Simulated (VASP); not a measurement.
CdS5:

```
Cd S
1.0
     0.00000    4.05841    4.05841
     4.05841    0.00000    4.05841
     4.05841    4.05841    0.00000
Cd S
1 5
Direct
  0.00000 0.00000 0.00000
  0.25000 0.25000 0.25000
  0.12776 0.62408 0.62408
  0.62408 0.62408 0.62408
  0.62408 0.62408 0.12776
  0.62408 0.12776 0.62408
```

```yaml
Program: VASP 6.6.1
Task: relaxation of cell and atoms
Functional: PBE
Potentials_or_basis: VASP PAW PBE potentials, release 64 (Cd, S)
Cutoff: 600 eV
k_mesh: 4 × 4 × 4
Occupations: gaussian, width 0.1 eV
Spin: no spin polarisation
```

At the start: pressure -8.0 GPa; volume 22.28 Å³/atom.

Q: Where does the relaxation end?

A: Over 19 steps the energy falls by 160.4 meV/atom and the volume is 19.42 Å³/atom (-12.8 %); space group F-43m (No. 216, to 0.05 Å).

The path:
```
step  energy change (eV)  largest force (eV/Å)  pressure (GPa)  volume (Å³)
   1              0.0000                0.1912           -7.98       133.69
   2             -0.6901                0.2092           -1.73       113.35
   3             -0.7094                0.1993           -0.06       110.16
   4             -0.7094                0.1973            0.20       109.72
   5             -0.7179                0.2253            0.25       109.72
   6             -0.7499                0.2992            0.47       109.69
   7             -0.8323                0.3476            1.27       109.64
   8             -0.8306                0.7865            5.00       109.53
   9             -0.8780                0.2648            2.03       109.60
  10             -0.8991                0.0723            3.21       109.57
  11             -0.8998                0.0403            2.89       109.57
  12             -0.9032                0.0101            2.90       109.74
  13             -0.9105                0.0914            2.93       110.23
  14             -0.9115                0.3431            3.09       111.23
  15             -0.9135                0.2197            3.00       110.77
  16             -0.9213                0.1995            2.72       111.23
  17             -0.9405                0.1405            1.94       112.62
  18             -0.9608                0.0252            0.51       115.45
  19             -0.9625                0.0185            0.00       116.53
```

Final structure:
```yaml
crystal:
  lattice:
    - [0.00000, 3.87679, 3.87679]
    - [3.87679, 0.00000, 3.87679]
    - [3.87679, 3.87679, 0.00000]
  atoms:
    - { symbol: Cd, position: [0.00000, 0.00000, 0.00000] }
    - { symbol: S, position: [0.25000, 0.25000, 0.25000] }
    - { symbol: S, position: [0.17607, 0.60798, 0.60798] }
    - { symbol: S, position: [0.60798, 0.60798, 0.60798] }
    - { symbol: S, position: [0.60798, 0.60798, 0.17607] }
    - { symbol: S, position: [0.60798, 0.17607, 0.60798] }
```
